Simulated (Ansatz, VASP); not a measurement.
Two plane-wave programs on Ti3Se

```
Se Ti
1.0
     3.17599    0.00000    0.00000
    -1.58799    2.75048    0.00000
     0.00000    0.00000    7.88944
Se Ti
1 3
Direct
  0.00000 0.00000 0.00000
  0.66667 0.33333 0.50000
  0.33333 0.66667 0.77290
  0.33333 0.66667 0.22710
```

Alike in both runs: task single point; functional PBE; k mesh 10 × 10 × 4; occupations fermi-dirac, width 0.05 eV; no spin polarisation.

|  | VASP | Ansatz |
| --- | --- | --- |
| version | VASP 6.6.1 | Ansatz 0.2.0 |
| potentials or method | VASP PAW PBE potentials, release 64 (Se, Ti_sv) | Ansatz PAW |
| plane-wave cutoff (eV) | 520 | 420 |
| valence electrons in the cell | 42 | 52 |

```csv
,VASP,Ansatz,Ansatz less VASP
gap on the k mesh at the Fermi level (eV),none,none,-
pressure (GPa),2.6,2.5,-0.03
"traceless stress, the component that is largest in VASP (GPa)",0.39,0.39,-0.004
rms of the force components (eV/Å),0.044,0.034,-0.0101
```

Atom by atom the forces differ by 0.010 eV/Å (rms over components). A gap of «none» marks a metal or a gap that the smearing closes. The functional is the same, so the differences come from potentials, cutoffs and numerics. VASP's potentials hold 42 valence electrons a cell and Ansatz's 52, so a difference there can come from the potentials and not from the codes.
